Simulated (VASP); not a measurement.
Input of a VASP 6.6.1 run:

The input INCAR:

```
SYSTEM = SrTiO3
ALGO = Normal
EDIFF = 1E-7
ENCUT = 520
GGA = PS
ISIF = 2
ISMEAR = 0
LASPH = .True.
LCHARG = .False.
LREAL = .False.
LWAVE = .False.
NBANDS = 28
NELM = 100
PREC = Accurate
SIGMA = 0.05
```

The input KPOINTS:

```
k-points
0
Gamma
  8 8 8
  0 0 0
```

Contents of POSCAR:

```
SrTiO3
1.0
    3.8913815400      0.0000000000      0.0000000000
    0.0000000000      3.8913815400      0.0000000000
    0.0000000000      0.0000000000      3.8913815400
Sr Ti O
1 1 3
Direct
    0.0169907561      0.0000000000      0.0000000000
    0.4897140410      0.5000000000      0.5000000000
   -0.0184394000      0.5000000000      0.5000000000
    0.4780811272      0.0000000000      0.5000000000
    0.4780811272      0.5000000000      0.0000000000
```

Potentials or basis: VASP PAW PBE potentials, release 64 (Sr_sv, Ti_sv, O).

Run with:

```bash
$ cat potpaw_PBE.64/Sr_sv/POTCAR potpaw_PBE.64/Ti_sv/POTCAR potpaw_PBE.64/O/POTCAR > POTCAR
$ mpirun -np 1 vasp_std > vasp.out
```

(1) Predict the pressure.

(2) What does it give for the band gap on the k mesh?

(3) What does it give for the largest force?

## Answers

(1) 1.2 GPa.

(2) 1.82 eV, indirect (least direct gap 2.18 eV).

(3) 0.426 eV/Å.

Caveat: the cell differs from its parent crystal (mode 1 frozen in at -0.062 Å and mode 7 at -0.075 Å (largest displacements)); the PAW data sets were made with another functional, which shifts forces and pressure a little.
